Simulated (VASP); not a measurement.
# Ni (Im-3m) in VASP: a series of runs, part 2 of 2

VASP 6.6.1.

### Step 4. Single point, BLYP, collinear spin, ferromagnetic start (volume scaled by 1.08)

Input file INCAR:

```
PREC = Accurate
ENCUT = 520
EDIFF = 1E-6
ISMEAR = -1
SIGMA = 0.05
LREAL = False
LASPH = True
NELM = 150
ALGO = Normal
ISIF = 2
LWAVE = False
LCHARG = False
ISPIN = 2
MAGMOM = 0.589
LORBIT = 11
LMAXMIX = 4
GGA = B5
ALDAX = 1.0
AGGAX = 1.0
AGGAC = 1.0
ALDAC = 0.0
NBANDS = 15
```

Input file KPOINTS:

```
Automatic mesh
0
Gamma
  17 17 17
```

Input file POSCAR:

```
Ni
1.0
   -1.4609459296      1.4609459296      1.4609459296
    1.4609459296     -1.4609459296      1.4609459296
    1.4609459296      1.4609459296     -1.4609459296
Ni
1
Direct
    0.0000000000      0.0000000000      0.0000000000
```

Potentials or basis: VASP PAW PBE potentials, release 64 (Ni).

The run is started by

```sh
> cat potpaw_PBE.64/Ni/POTCAR > POTCAR
> mpirun -np 1 vasp_std > vasp.out
```

OUTCAR:

```text
PREC = Accurate
   ENCUT = 520
   EDIFF = 1E-6
   ISMEAR = -1
   LREAL = False
   LASPH = True
   NELM = 150
   ISIF = 2
   ISPIN = 2
   LORBIT = 11
   GGA = B5

 ion  position               nearest neighbor table
   1  0.000  0.000  0.000-

  LATTYP: Found a body centered cubic cell.
 ALAT       =     2.9218918592

  Lattice vectors:

 A1 = (  -1.4609459296,   1.4609459296,   1.4609459296)
 A2 = (   1.4609459296,  -1.4609459296,   1.4609459296)
 A3 = (   1.4609459296,   1.4609459296,  -1.4609459296)

Analysis of symmetry for initial positions (statically):
=====================================================================
 Subroutine PRICEL returns:
 Original cell was already a primitive cell.

 Routine SETGRP: Setting up the symmetry group for a
 body centered cubic supercell.

 Subroutine GETGRP returns: Found 48 space group operations
 (whereof 48 operations were pure point group operations)
 out of a pool of 48 trial point group operations.

The static configuration has the point symmetry O_h .

Analysis of symmetry for dynamics (positions and initial velocities):
=====================================================================
 Subroutine PRICEL returns:
 Original cell was already a primitive cell.

 Routine SETGRP: Setting up the symmetry group for a
 body centered cubic supercell.

 Subroutine GETGRP returns: Found 48 space group operations
 (whereof 48 operations were pure point group operations)
 out of a pool of 48 trial point group operations.

The dynamic configuration has the point symmetry O_h .

Analysis of structural, dynamic, and magnetic symmetry:
=====================================================================
 Subroutine PRICEL returns:
 Original cell was already a primitive cell.

 Routine SETGRP: Setting up the symmetry group for a
 body centered cubic supercell.

 Subroutine GETGRP returns: Found 48 space group operations
 (whereof 48 operations were pure point group operations)
 out of a pool of 48 trial point group operations.

The overall configuration has the point symmetry O_h .

 Subroutine INISYM returns: Found 48 space group operations
 (whereof 48 operations are pure point group operations),
 and found     1 'primitive' translations

----------------------------------------------------------------------------------------

                                     Primitive cell

  volume of cell :      12.4728

  direct lattice vectors                    reciprocal lattice vectors
    -1.460945930  1.460945930  1.460945930     0.000000000  0.342244015  0.342244015
     1.460945930 -1.460945930  1.460945930     0.342244015  0.000000000  0.342244015
     1.460945930  1.460945930 -1.460945930     0.342244015  0.342244015  0.000000000

  length of vectors
     2.530432577  2.530432577  2.530432577     0.484006127  0.484006127  0.484006127

  position of ions in fractional coordinates (direct lattice)
     0.000000000  0.000000000  0.000000000

  ion indices of the primitive-cell ions
   primitive index   ion index
                 1           1

----------------------------------------------------------------------------------------

 KPOINTS: Automatic mesh

Automatic generation of k-mesh.
 Grid dimensions read from file:
 generate k-points for:   17   17   17

 Generating k-lattice:

  Cartesian coordinates                     Fractional coordinates (reciprocal lattice)
     0.000000000  0.020132001  0.020132001     0.058823529  0.000000000  0.000000000
[... 65 lines left out ...]
   ISIF   =      2    stress and relaxation
   ISYM   =      2    0-nonsym 1-usesym 2-fastsym
   POTIM  = 0.5000    time-step for ionic-motion
   TEBEG  =    0.0;   TEEND  =   0.0 temperature during run
   PSTRESS=    0.0 pullay stress
   NELECT =      10.0000    total number of electrons
   NUPDOWN=      -1.0000    fix difference up-down
   EMIN   =  10.00;   EMAX   =-10.00  energy-range for DOS
   EFERMI =   0.00;   METHOD = LEGACY
   ISMEAR =    -1;   SIGMA  =   0.05  broadening in eV -4-tet -1-fermi 0-gaus
   EFERMI_NEDOS =   21; number of points for ismear=-14 and -15
   IALGO  =     38    algorithm
   IMIX   =      4    mixing-type and parameters
     AMIX     =   0.40;   BMIX     =  1.00
     AMIX_MAG =   1.60;   BMIX_MAG =  1.00
  volume/ion in A,a.u.               =      12.47        84.17
  Fermi-wavevector in a.u.,A,eV,Ry     =   1.520853  2.873996 31.470209  2.312995
  Thomas-Fermi vector in A             =   2.629648
   LORBIT       =     11    0 simple, 1 ext, 2 COOP (PROOUT), +10 PAW based schemes
   GGA     = B5    functional components
   LHFCALC =     F    Hartree Fock is set to
   AEXX    =    0.0000 exact exchange contribution
   IVDW    =     0    specifies the selected vdW correction
   LEPSILON=     F    determine dielectric tensor
   LRPA    =     F    only Hartree local field effects (RPA)
 spin polarized calculation
  energy-cutoff  :      520.00
  volume of cell :       12.47
 maximum number of plane-waves:       366
   NGX =  9   NGY =  9   NGZ =  9

 number of electron      10.0000000 magnetization       0.5890000

 number of electron       9.9999995 magnetization       0.5785075

 Free energy of the ion-electron system (eV)
  ---------------------------------------------------
  ext. energy  EPLUGINS =         0.00000000
  ---------------------------------------------------
  free energy    TOTEN  =        -4.49801948 eV

  energy without entropy =       -4.48439556  energy(sigma->0) =       -4.49120752

 E-fermi :   7.9132     XC(G=0): -11.8871

 val. band max:        7.9112750158   @ k =  -0.2941  -0.4706   0.0588
 cond. band min:       7.9141524966   @ k =   0.2353   0.1176   0.0588
 fundamental gap:      0.0028774807
 Fermi energy:         7.9132087173

 spin component 1

 k-point     1 :       0.0000    0.0000    0.0000
  band No.  band energies     occupation
      1       0.0501      1.00000
      2       5.9041      1.00000
      3       5.9041      1.00000
      4       5.9041      1.00000
      5       7.0991      1.00000
      6       7.0991      1.00000
      7      33.3116      0.00000
      8      33.3116      0.00000
      9      33.3116      0.00000
     10      36.4543      0.00000
     11      36.4543      0.00000
     12      36.4543      0.00000
     13      37.3297      0.00000
     14      37.3297      0.00000
[... 403 lines left out ...]
      4       6.8407      1.00000
      5       7.1646      1.00000
      6       7.4231      0.99994
      7      22.1208      0.00000
      8      22.3964      0.00000
      9      27.6965      0.00000
     10      33.0384      0.00000
     11      35.4152      0.00000
     12      38.7809      0.00000
     13      41.5744      0.00000
     14      44.6792      0.00000
     15      46.3870      0.00000

 [... further k-points ...]

 spin component 2

 k-point     1 :       0.0000    0.0000    0.0000
  band No.  band energies     occupation
      1       0.0511      1.00000
      2       6.6008      1.00000
      3       6.6008      1.00000
      4       6.6008      1.00000
      5       7.5688      0.99898
      6       7.5688      0.99898
      7      33.2292      0.00000
      8      33.2292      0.00000
      9      33.2292      0.00000
     10      36.6223      0.00000
     11      36.6223      0.00000
     12      36.6223      0.00000
     13      37.2829      0.00000
     14      37.2829      0.00000
[... 403 lines left out ...]
      4       7.3616      0.99998
      5       7.7016      0.98568
      6       8.0731      0.03925
      7      22.2352      0.00000
      8      22.5219      0.00000
      9      27.7779      0.00000
     10      33.0410      0.00000
     11      35.4974      0.00000
     12      38.8155      0.00000
     13      41.6550      0.00000
     14      44.6949      0.00000
     15      46.4711      0.00000

 [... further k-points ...]
[... 5 lines left out ...]
  --------------------------------------------------------------------------------------
  -------------------------------------------------------------------------------------
  Total       -0.7916239     -0.7916239     -0.7916239      0.0000000      0.0000000      0.0000000
  in kB     -101.6873817   -101.6873817   -101.6873817      0.0000000      0.0000000      0.0000000
  external PRESSURE =    -101.6873817 kB  Pullay stress =       0.0000000 kB

 VOLUME and BASIS-vectors are now :
 -----------------------------------------------------------------------------
  energy-cutoff  :      520.00
  volume of cell :       12.47
      direct lattice vectors                 reciprocal lattice vectors
    -1.460945930  1.460945930  1.460945930     0.000000000  0.342244015  0.342244015
     1.460945930 -1.460945930  1.460945930     0.342244015  0.000000000  0.342244015
     1.460945930  1.460945930 -1.460945930     0.342244015  0.342244015  0.000000000

 POSITION                                       TOTAL-FORCE (eV/Angst)
 -----------------------------------------------------------------------------------
      0.00000      0.00000      0.00000        -0.000000     -0.000000      0.000000
 -----------------------------------------------------------------------------------
    total drift:                                0.000000      0.000000      0.000000

  FREE ENERGIE OF THE ION-ELECTRON SYSTEM (eV)
  ---------------------------------------------------
  free  energy   TOTEN  =        -4.4980194783 eV

  energy  without entropy=       -4.4843955642  energy(sigma->0) =       -4.49120752

 total charge

# of ion       s       p       d       tot
------------------------------------------
    1        0.446   0.370   8.341   9.157

 magnetization (x)

# of ion       s       p       d       tot
------------------------------------------
    1       -0.005  -0.014   0.612   0.593
```

Wall time 44 s (1 thread of Intel Xeon Platinum 8124M at 3.00GHz (Skylake/Cascade Lake), shared host); peak memory 0.17 GiB.

What came out:

```
Free energy                                           : -4.4980 eV
Pressure                                              : -10.2 GPa
Net moment                                            : 0.58 μB per cell
Site moments                                          : Ni +0.59 μB
Valence electrons inside the program's atomic spheres : Ni 9.16
```

Caveat: the PAW data sets were made with another functional, which shifts forces and pressure a little.

### Step 5. The runs side by side

```csv
cell,gap on the mesh (eV),pressure (GPa),moment (μB)
"a = 2.466 Å, angles 109.5°, 1 atom",none,0.1,0.53
"a = 2.499 Å, angles 109.5°, 1 atom",none,-5.6,0.56
"a = 2.530 Å, angles 109.5°, 1 atom",none,-10.2,0.58
```

Alike in all rows: task single point; level BLYP; potentials or basis VASP PAW PBE potentials, release 64 (Ni); spin collinear, ferromagnetic start; k mesh 17 × 17 × 17; cutoff (eV) 520; smearing fermi-dirac 0.05 eV.

Caveats: the PAW data sets were made with another functional, which shifts forces and pressure a little.

Total energies depend on the potentials used, so only differences within one code and one set of settings carry meaning.
